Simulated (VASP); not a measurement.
Wanted: the native input for a VASP 6.6.1 run.

```
Task                   : relaxation of cell and atoms
Functional             : PBE
Potentials or basis    : VASP PAW PBE potentials, release 64 (Cl, Li_sv)
Cutoff                 : 600 eV
k mesh                 : 9 × 9 × 9
Occupations            : fermi-dirac, width 0.05 eV
Spin                   : no spin polarisation
Dipole correction      : no
Further INCAR settings : ALGO = Normal; EDIFF = 1e-06; IBRION = 2; EDIFFG = -0.01; NSW = 60; ISIF = 3
```

The structure of LiCl lies in POSCAR:

```
LiCl
1.0
    0.0000000000      2.5647700000      2.5647700000
    2.5647700000      0.0000000000      2.5647700000
    2.5647700000      2.5647700000      0.0000000000
Cl Li
1 1
Direct
    0.5000000000      0.5000000000      0.5000000000
    0.0000000000      0.0000000000      0.0000000000
```

These files were run (other wordings do the same):

INCAR

```
SYSTEM = LiCl
ALGO = Normal
EDIFF = 1E-6
EDIFFG = -0.01
ENCUT = 600
GGA = PE
IBRION = 2
ISIF = 3
ISMEAR = -1
LASPH = .True.
LCHARG = .False.
LREAL = .False.
LWAVE = .False.
NELM = 60
NSW = 60
PREC = Accurate
SIGMA = 0.05
```

KPOINTS

```
k-points
0
Gamma
  9 9 9
  0 0 0
```

Potentials or basis: VASP PAW PBE potentials, release 64 (Cl, Li_sv).

Launch:

```sh
$ cat potpaw_PBE.64/Cl/POTCAR potpaw_PBE.64/Li_sv/POTCAR > POTCAR
$ mpirun -np 1 vasp_std > vasp.out
```

It gave:

```json
{
 "Relaxed volume": "17.02 Å³/atom",
 "Relaxed cell": "a = 3.637 Å, b = 3.637 Å, c = 3.637 Å, α = 60.00°, β = 60.00°, γ = 60.00°",
 "Space group after relaxing (to 0.05 Å)": "Fm-3m (No. 225)",
 "Energy gained by relaxing": "0.1 meV/atom",
 "Ionic steps": "3",
 "Pressure after relaxing": "0.0 GPa",
 "Band gap on the k mesh": "6.29 eV, direct"
}
```

Caveat: the cutoff is under 1.25 times the usual one of these potentials, so pressure, stress and relaxed cells hold a basis-set (Pulay) error.

Run time: 26 s on 1 thread of Intel(R) Xeon(R) Platinum 8259CL CPU @ 2.50GHz (Skylake/Cascade Lake) (shared host), peak memory 0.16 GiB.
